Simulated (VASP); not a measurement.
PbSe (Clausthalite):

```
CELL_PARAMETERS angstrom
0.00000 2.99817 2.99817
2.99817 0.00000 2.99817
2.99817 2.99817 0.00000
ATOMIC_POSITIONS crystal
Pb 0.00000 0.00000 0.00000
Se 0.50000 0.50000 0.50000
```

Base run:

```yaml
Program: VASP 6.6.1
Functional: PBEsol
Potentials_or_basis: VASP PAW PBE potentials, release 64 (Pb_d, Se)
Cutoff: 520 eV
k_mesh: 8 × 8 × 8
Occupations: fermi-dirac, width 0.05 eV
Spin: no spin polarisation
```

Its results: band gap on the k mesh 0.02 eV, direct; pressure 3.1 GPa.

Problem. After a change of settings the same cell gave: band gap on the k mesh 0.21 eV, direct; pressure 16.6 GPa. Which change was it?
A. functional from PBEsol to RPBE; further incar settings from ALGO = Normal; EDIFF = 1e-07; NBANDS = 17 to ALGO = Normal; EDIFF = 1e-06; NBANDS = 17
B. functional from PBEsol to PBE exchange alone
C. functional from PBEsol to PBE; further incar settings from ALGO = Normal; EDIFF = 1e-07; NBANDS = 17 to ALGO = Normal; EDIFF = 1e-06; NBANDS = 17

Solution. B.

Caveats: spin-orbit coupling is left out, which moves the levels of the heavy elements; the PAW data sets were made with another functional, which shifts forces and pressure a little (some runs).
